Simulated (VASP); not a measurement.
# FeO (I4/mmm) in VASP: further runs

Aim: see how the results for FeO move with the level of theory and the settings. Levels: PBEsol, LDA. Tasks: single point.

All numbers are computed with VASP 6.6.1; they aren't measurements. Logs are shortened: lines on timing, memory, paths and dates and some standing lists are left out, and cuts for length are marked.

## Step 1: The cell of the first run

The structure is tetragonal, space group I4/mmm (No. 139). Conventional cell: a = 3.204 Å, b = 3.204 Å, c = 4.167 Å, α = 90.00°, β = 90.00°, γ = 90.00°. Fe (site symmetry 4/mmm) has 6 O at 2.08 to 2.27 Å within 2.8 Å. Within 2.8 Å of O (site symmetry 4/mmm) lie 6 Fe at 2.08 to 2.27 Å.

## Step 2: Single point, PBEsol, collinear spin, ferromagnetic start

Input file INCAR:

```
PREC     = Accurate       # precision mode
ENCUT    = 520            # plane-wave cutoff, eV
EDIFF    = 1E-6           # SCF threshold, eV
ISMEAR   = -1             # smearing method
SIGMA    = 0.05           # smearing width, eV
LREAL    = False          # projectors in reciprocal space
LASPH    = True           # aspherical terms in the spheres
NELM     = 150            # most SCF steps
ALGO     = Normal         # electronic algorithm
ISIF     = 2              # what is computed and relaxed
LWAVE    = False          # write WAVECAR
LCHARG   = False          # write CHGCAR
ISPIN    = 2              # spin polarisation
MAGMOM   = 3 0            # initial moments
LORBIT   = 11             # projections on sites
LMAXMIX  = 4              # l up to which the mixer works
GGA      = PS             # functional
NBANDS   = 18             # bands
```

Input file KPOINTS:

```
regular mesh
0
Gamma
  12 12 12
```

Input file POSCAR:

```
FeO
1.0
   -1.6021034130      1.6021034130      2.0833922500
    1.6021034130     -1.6021034130      2.0833922500
    1.6021034130      1.6021034130     -2.0833922500
Fe O
1 1
Direct
    0.0000000000      0.0000000000      0.0000000000
    0.5000000000      0.5000000000      0.0000000000
```

Potentials or basis: VASP PAW PBE potentials, release 64 (Fe, O).

The run is started by

```bash
$ cat potpaw_PBE.64/Fe/POTCAR potpaw_PBE.64/O/POTCAR > POTCAR
$ mpirun -np 1 vasp_std > vasp.out
```

OUTCAR:

```text
PREC = Accurate
   ENCUT = 520
   EDIFF = 1E-6
   ISMEAR = -1
   LREAL = False
   LASPH = True
   NELM = 150
   ISIF = 2
   ISPIN = 2
   LORBIT = 11
   GGA = PS

 ion  position               nearest neighbor table
   1  0.000  0.000  0.000-   2 2.08   2 2.08   2 2.27   2 2.27   2 2.27   2 2.27
   2  0.500  0.500  0.000-   1 2.08   1 2.08   1 2.27   1 2.27   1 2.27   1 2.27

  LATTYP: Found a body centered tetragonal cell.
 ALAT       =     3.2042068260
 C/A-ratio  =     1.3004105934

  Lattice vectors:

 A1 = (  -1.6021034130,   1.6021034130,   2.0833922500)
 A2 = (   1.6021034130,  -1.6021034130,   2.0833922500)
 A3 = (   1.6021034130,   1.6021034130,  -2.0833922500)

Analysis of symmetry for initial positions (statically):
=====================================================================
 Subroutine PRICEL returns:
 Original cell was already a primitive cell.

 Routine SETGRP: Setting up the symmetry group for a
 body centered tetragonal supercell.

 Subroutine GETGRP returns: Found 16 space group operations
 (whereof 16 operations were pure point group operations)
 out of a pool of 16 trial point group operations.

The static configuration has the point symmetry D_4h.

Analysis of symmetry for dynamics (positions and initial velocities):
=====================================================================
 Subroutine PRICEL returns:
 Original cell was already a primitive cell.

 Routine SETGRP: Setting up the symmetry group for a
 body centered tetragonal supercell.

 Subroutine GETGRP returns: Found 16 space group operations
 (whereof 16 operations were pure point group operations)
 out of a pool of 16 trial point group operations.

The dynamic configuration has the point symmetry D_4h.

Analysis of structural, dynamic, and magnetic symmetry:
=====================================================================
 Subroutine PRICEL returns:
 Original cell was already a primitive cell.

 Routine SETGRP: Setting up the symmetry group for a
 body centered tetragonal supercell.

 Subroutine GETGRP returns: Found 16 space group operations
 (whereof 16 operations were pure point group operations)
 out of a pool of 16 trial point group operations.

The overall configuration has the point symmetry D_4h.

 Subroutine INISYM returns: Found 16 space group operations
 (whereof 16 operations are pure point group operations),
 and found     1 'primitive' translations

----------------------------------------------------------------------------------------

                                     Primitive cell

  volume of cell :      21.3901

  direct lattice vectors                    reciprocal lattice vectors
    -1.602103413  1.602103413  2.083392250     0.000000000  0.312089717  0.239993213
     1.602103413 -1.602103413  2.083392250     0.312089717  0.000000000  0.239993213
     1.602103413  1.602103413 -2.083392250     0.312089717  0.312089717  0.000000000

  length of vectors
     3.077985373  3.077985373  3.077985373     0.393696245  0.393696245  0.441361510

  position of ions in fractional coordinates (direct lattice)
     0.000000000  0.000000000  0.000000000
     0.500000000  0.500000000  0.000000000

  ion indices of the primitive-cell ions
   primitive index   ion index
                 1           1
                 2           2

----------------------------------------------------------------------------------------

 KPOINTS: regular mesh

Automatic generation of k-mesh.
 Grid dimensions read from file:
 generate k-points for:   12   12   12

 Generating k-lattice:

  Cartesian coordinates                     Fractional coordinates (reciprocal lattice)
     0.000000000  0.026007476  0.019999434     0.083333333 -0.000000000  0.000000000
     0.026007476  0.000000000  0.019999434    -0.000000000  0.083333333  0.000000000
     0.026007476  0.026007476  0.000000000     0.000000000  0.000000000  0.083333333

  Length of vectors
     0.032808020  0.032808020  0.036780126

  Shift w.r.t. Gamma in fractional coordinates (k-lattice)
     0.000000000  0.000000000  0.000000000

 Subroutine IBZKPT returns following result:
 ===========================================

 Found    163 irreducible k-points:

 Following reciprocal coordinates:
            Coordinates               Weight
  0.000000  0.000000  0.000000      1.000000
  0.083333  0.000000 -0.000000      8.000000
  0.166667  0.000000 -0.000000      8.000000
  0.250000  0.000000 -0.000000      8.000000
  0.333333 -0.000000  0.000000      8.000000
  0.416667  0.000000 -0.000000      8.000000
[... 16 lines left out ...]
  0.500000  0.166667 -0.000000     16.000000
 -0.416667  0.166667  0.000000     16.000000
 [... further k-points ...]
   k-points           NKPTS =    163   k-points in BZ     NKDIM =    163   number of bands    NBANDS=     18
   number of dos      NEDOS =    301   number of ions     NIONS =      2
   total plane-waves  NPLWV =  13824
   dimension x,y,z NGX =    24 NGY =   24 NGZ =   24
[... 73 lines left out ...]
      2       1.4717      1.00000
      3       1.4717      1.00000
      4       1.5629      1.00000
      5       1.6189      1.00000
      6       1.7561      1.00000
[... 10 lines left out ...]
     17      26.6347      0.00000
     18      26.8133      0.00000

 k-point     2 :       0.0833    0.0000   -0.0000
  band No.  band energies     occupation
      1     -14.7902      1.00000
      2       0.8646      1.00000
      3       0.9587      1.00000
      4       0.9853      1.00000
      5       1.5563      1.00000
      6       1.7206      1.00000
[... 10 lines left out ...]
     17      26.6214      0.00000
     18      27.6960      0.00000

 k-point     3 :       0.1667    0.0000   -0.0000
  band No.  band energies     occupation
      1     -14.6148      1.00000
      2      -0.1789      1.00000
      3       0.2728      1.00000
      4       0.3586      1.00000
      5       1.6987      1.00000
      6       1.8299      1.00000
[... 412 lines left out ...]
 k-point    23 :       0.5000    0.1667   -0.0000
  band No.  band energies     occupation
      1     -13.8214      1.00000
      2      -2.4684      1.00000
      3      -1.0395      1.00000
      4      -0.7373      1.00000
      5       2.0784      1.00000
      6       2.3324      1.00000
[... 10 lines left out ...]
     17      29.4534      0.00000
     18      31.6959      0.00000

 k-point    24 :      -0.4167    0.1667    0.0000
  band No.  band energies     occupation
      1     -13.9827      1.00000
      2      -2.1063      1.00000
      3      -0.8047      1.00000
      4      -0.4162      1.00000
      5       1.8528      1.00000
      6       2.2957      1.00000
[... 10 lines left out ...]
     17      29.5979      0.00000
     18      31.9650      0.00000

 [... further k-points ...]

 spin component 2

 k-point     1 :       0.0000    0.0000    0.0000
  band No.  band energies     occupation
      1     -14.3058      1.00000
      2       2.0806      1.00000
      3       2.3988      1.00000
      4       2.3988      1.00000
      5       4.6317      1.00000
      6       4.6317      1.00000
[... 10 lines left out ...]
     17      27.7528      0.00000
     18      28.3242      0.00000

 k-point     2 :       0.0833    0.0000   -0.0000
  band No.  band energies     occupation
      1     -14.2427      1.00000
      2       1.6870      1.00000
      3       2.0530      1.00000
      4       2.1970      1.00000
      5       4.7276      1.00000
      6       4.7380      1.00000
[... 10 lines left out ...]
     17      28.0172      0.00000
     18      28.9169      0.00000

 k-point     3 :       0.1667    0.0000   -0.0000
  band No.  band energies     occupation
      1     -14.0655      1.00000
      2       0.6519      1.00000
      3       1.5880      1.00000
      4       1.7567      1.00000
      5       4.9206      0.99988
      6       4.9737      0.99966
[... 412 lines left out ...]
 k-point    23 :       0.5000    0.1667   -0.0000
  band No.  band energies     occupation
      1     -13.2544      1.00000
      2      -1.7091      1.00000
      3       0.2049      1.00000
      4       0.6547      1.00000
      5       5.3348      0.68178
      6       5.7171      0.00102
[... 10 lines left out ...]
     17      30.1004      0.00000
     18      32.3364      0.00000

 k-point    24 :      -0.4167    0.1667    0.0000
  band No.  band energies     occupation
      1     -13.4179      1.00000
      2      -1.3226      1.00000
      3       0.4427      1.00000
      4       0.9215      1.00000
      5       4.9458      0.99981
      6       5.7167      0.00103
[... 10 lines left out ...]
     17      30.3657      0.00000
     18      32.6757      0.00000

 [... further k-points ...]
[... 5 lines left out ...]
  --------------------------------------------------------------------------------------
  -------------------------------------------------------------------------------------
  Total       -2.3102490     -2.3102490     -1.8103877      0.0000000     -0.0000000      0.0000000
  in kB     -173.0442784   -173.0442784   -135.6032322      0.0000000     -0.0000000      0.0000000
  external PRESSURE =    -160.5639297 kB  Pullay stress =       0.0000000 kB

 VOLUME and BASIS-vectors are now :
 -----------------------------------------------------------------------------
  energy-cutoff  :      520.00
  volume of cell :       21.39
      direct lattice vectors                 reciprocal lattice vectors
    -1.602103413  1.602103413  2.083392250     0.000000000  0.312089717  0.239993213
     1.602103413 -1.602103413  2.083392250     0.312089717  0.000000000  0.239993213
     1.602103413  1.602103413 -2.083392250     0.312089717  0.312089717  0.000000000

 POSITION                                       TOTAL-FORCE (eV/Angst)
 -----------------------------------------------------------------------------------
      0.00000      0.00000      0.00000        -0.000000     -0.000000      0.000000
      0.00000      0.00000      2.08339         0.000000      0.000000      0.000000
 -----------------------------------------------------------------------------------
    total drift:                               -0.000000      0.000000     -0.000000

  FREE ENERGIE OF THE ION-ELECTRON SYSTEM (eV)
  ---------------------------------------------------
  free  energy   TOTEN  =       -15.7179713789 eV

  energy  without entropy=      -15.7047747835  energy(sigma->0) =      -15.71137308

 total charge

# of ion       s       p       d       tot
------------------------------------------
    1        0.283   0.331   6.051   6.665
    2        1.552   3.385   0.000   4.938
--------------------------------------------------
tot          1.835   3.717   6.051  11.603

 magnetization (x)

# of ion       s       p       d       tot
------------------------------------------
    1        0.029   0.019   3.562   3.610
    2        0.027   0.270   0.000   0.297
--------------------------------------------------
tot          0.056   0.289   3.562   3.907
```

Wall time 51 s (1 thread of AMD EPYC 9R45 (Zen 5), shared host); peak memory 0.19 GiB.

Results:

```yaml
Free_energy: -15.7180 eV
Pressure: -16.1 GPa
Band_gap_on_the_k_mesh: zero (filled and empty bands overlap)
Net_moment: 4.00 μB per cell
Site_moments: Fe +3.61; O +0.30 μB
Valence_electrons_inside_the_program's_atomic_spheres: Fe 6.67; O 4.94
```

Caveat: the PAW data sets were made with another functional, which shifts forces and pressure a little; a cell with one magnetic atom can't hold antiferromagnetic order, which such compounds often take; semilocal functionals often make such compounds metallic where correlation or magnetic order opens a gap, which also shifts bond lengths.

## Step 3: Single point, LDA, collinear spin, ferromagnetic start

This run uses another cell than the first one, of 10.91 Å³/atom, 1.020 times its volume.

Input file INCAR:

```
ALGO = Normal
EDIFF = 1E-7
ENCUT = 520
GGA = CA
ISIF = 2
ISMEAR = -1
ISPIN = 2
LASPH = T
LCHARG = T
LELF = T
LMAXMIX = 4
LORBIT = 11
LREAL = F
LVHAR = T
LWAVE = F
MAGMOM = 3 0
NBANDS = 18
NELM = 150
PREC = Accurate
SIGMA = 0.05
```

Input file KPOINTS:

```
k-points
0
Gamma
  12 12 12
```

Input file POSCAR:

```
FeO
1.0
   -1.6127136786      1.6127136786      2.0971899518
    1.6127136786     -1.6127136786      2.0971899518
    1.6127136786      1.6127136786     -2.0971899518
Fe O
1 1
Direct
    0.0000000000      0.0000000000      0.0000000000
    0.5000000000      0.5000000000      0.0000000000
```

Potentials or basis: VASP PAW LDA potentials, release 64 (Fe, O).

The run is started by

```bash
$ cat potpaw_LDA.64/Fe/POTCAR potpaw_LDA.64/O/POTCAR > POTCAR
$ mpirun -np 1 vasp_std > vasp.out
```

Wall time 63 s (1 thread of AMD EPYC 9R45 (Zen 5), shared host); peak memory 0.18 GiB.

It converged, with:

```
Free energy                                           : -16.1708 eV
Pressure                                              : -24.5 GPa
Band gap on the k mesh                                : zero (filled and empty bands overlap)
Net moment                                            : 4.00 μB per cell
Site moments                                          : Fe +3.57; O +0.31 μB
Valence electrons inside the program's atomic spheres : Fe 6.66; O 4.91
```

Stress tensor (GPa, compression positive):
```
-24.62   0.00   0.00
  0.00 -24.62   0.00
  0.00   0.00 -24.29
```

Levels at points of the mesh, in eV from the Fermi level:
Spin up:
```csv
k point,band 5,band 6,band 7,band 8,band 9,band 10,band 11,band 12,band 13,band 14
"(0.00, 0.00, 0.00)",-3.42,-3.40,-3.40,-3.32,-3.30,-0.07,15.20,16.36,16.36,16.47
"(0.50, 0.00, 0.00)",-2.85,-2.75,-2.27,-0.62,-0.02,3.86,7.75,11.04,12.96,18.26
"(0.50, 0.50, 0.00)",-4.21,-3.04,-2.64,-2.56,-2.53,4.75,7.81,10.78,13.38,14.68
"(0.50, 0.50, 0.50)",-4.29,-2.95,-2.58,-2.58,-2.47,4.87,8.86,9.73,13.04,13.04
```
Spin down:
| k point | band 1 | band 2 | band 3 | band 4 | band 5 | band 6 | band 7 | band 8 | band 9 | band 10 |
| --- | --- | --- | --- | --- | --- | --- | --- | --- | --- | --- |
| (0.00, 0.00, 0.00) | -19.19 | -3.10 | -2.79 | -2.79 | -0.72 | -0.72 | -0.41 | -0.33 | -0.12 | 1.05 |
| (0.50, 0.00, 0.00) | -18.14 | -7.30 | -4.77 | -4.61 | 0.25 | 0.47 | 0.61 | 2.05 | 2.65 | 4.42 |
| (0.50, 0.50, 0.00) | -18.19 | -6.26 | -4.15 | -3.61 | -1.76 | 0.35 | 0.53 | 0.74 | 0.85 | 5.88 |
| (0.50, 0.50, 0.50) | -18.05 | -6.09 | -4.13 | -4.13 | -1.83 | 0.52 | 0.67 | 0.67 | 0.89 | 5.99 |

Caveat: a cell with one magnetic atom can't hold antiferromagnetic order, which such compounds often take; semilocal functionals often make such compounds metallic where correlation or magnetic order opens a gap, which also shifts bond lengths. With open d or f shells a metallic result of LDA can be an artefact of self-interaction; +U or a hybrid may open a gap.

## Step 4: Single point, PBEsol, collinear spin, ferromagnetic start

This run uses another cell than the first one, of 10.91 Å³/atom, 1.020 times its volume.

Input file INCAR:

```
SYSTEM = FeO
  PREC = Accurate
  ENCUT = 520
  EDIFF = 1E-6
  ISMEAR = -1
  SIGMA = 0.05
  LREAL = .FALSE.
  LASPH = .TRUE.
  NELM = 150
  ALGO = Normal
  ISIF = 2
  LWAVE = .FALSE.
  LCHARG = .FALSE.
  ISPIN = 2
  MAGMOM = 3 0
  LORBIT = 11
  LMAXMIX = 4
  GGA = PS
  NBANDS = 18
```

Input file KPOINTS:

```
Automatic mesh
0
G
  12 12 12
  0 0 0
```

POSCAR is that of step 3.

Potentials or basis: VASP PAW PBE potentials, release 64 (Fe, O).

The run is started by

```bash
$ cat potpaw_PBE.64/Fe/POTCAR potpaw_PBE.64/O/POTCAR > POTCAR
$ mpirun -np 1 vasp_std > vasp.out
```

Run time: 55 s. Hardware: 1 thread of AMD EPYC 9R45 (Zen 5), shared host; peak memory 0.19 GiB.

The run converged. Its results:

```
Free energy                                           : -15.6725 eV
Pressure                                              : -18.4 GPa
Band gap on the k mesh                                : zero (filled and empty bands overlap)
Net moment                                            : 4.00 μB per cell
Site moments                                          : Fe +3.61; O +0.29 μB
Valence electrons inside the program's atomic spheres : Fe 6.64; O 4.93
```

Stress tensor (GPa, compression positive):
```
-19.18   0.00   0.00
  0.00 -19.18   0.00
  0.00   0.00 -16.85
```

Levels at points of the mesh, in eV from the Fermi level:
Spin up:
```
           k point  band 6  band 7  band 8  band 9  band 10  band 11  band 12  band 13
(0.00, 0.00, 0.00)   -3.61   -3.58   -3.51   -3.51    -0.31    15.02    16.21    16.21
(0.50, 0.00, 0.00)   -3.05   -2.53   -0.86   -0.26     3.68     7.63    10.93    12.84
(0.50, 0.50, 0.00)   -3.37   -2.91   -2.90   -2.82     4.59     7.70    10.58    13.29
(0.50, 0.50, 0.50)   -3.29   -2.88   -2.88   -2.81     4.72     8.75     9.54    12.95
```
Spin down:
```tsv
k point	band 2	band 3	band 4	band 5	band 6	band 7	band 8	band 9
(0.00, 0.00, 0.00)	-3.24	-2.91	-2.91	-0.71	-0.71	-0.43	-0.33	0.03
(0.50, 0.00, 0.00)	-7.44	-4.85	-4.68	0.24	0.49	0.61	2.15	2.72
(0.50, 0.50, 0.00)	-6.43	-4.30	-3.74	-1.79	0.50	0.51	0.75	0.96
(0.50, 0.50, 0.50)	-6.26	-4.26	-4.26	-1.89	0.68	0.68	0.68	0.99
```

Caveat: the PAW data sets were made with another functional, which shifts forces and pressure a little; a cell with one magnetic atom can't hold antiferromagnetic order, which such compounds often take; semilocal functionals often make such compounds metallic where correlation or magnetic order opens a gap, which also shifts bond lengths. With open d or f shells a metallic result of PBEsol can be an artefact of self-interaction; +U or a hybrid may open a gap.

## Step 5: The runs side by side

| level | potentials or basis | cell | gap on the mesh (eV) | pressure (GPa) | moment (μB) |
| --- | --- | --- | --- | --- | --- |
| PBEsol | VASP PAW PBE potentials, release 64 (Fe, O) | a = 3.078 Å, angles 117.3, 117.3, 94.8°, 2 atoms | none | -16.1 | 4.00 |
| LDA | VASP PAW LDA potentials, release 64 (Fe, O) | a = 3.098 Å, angles 117.3, 117.3, 94.8°, 2 atoms | none | -24.5 | 4.00 |
| PBEsol | VASP PAW PBE potentials, release 64 (Fe, O) | a = 3.098 Å, angles 117.3, 117.3, 94.8°, 2 atoms | none | -18.4 | 4.00 |

Alike in all rows: task single point; spin collinear, ferromagnetic start; k mesh 12 × 12 × 12; cutoff (eV) 520; smearing fermi-dirac 0.05 eV.

Caveats: a cell with one magnetic atom can't hold antiferromagnetic order, which such compounds often take; semilocal functionals often make such compounds metallic where correlation or magnetic order opens a gap, which also shifts bond lengths; the PAW data sets were made with another functional, which shifts forces and pressure a little (some runs).

Total energies depend on the potentials used, so only differences within one code and one set of settings carry meaning.
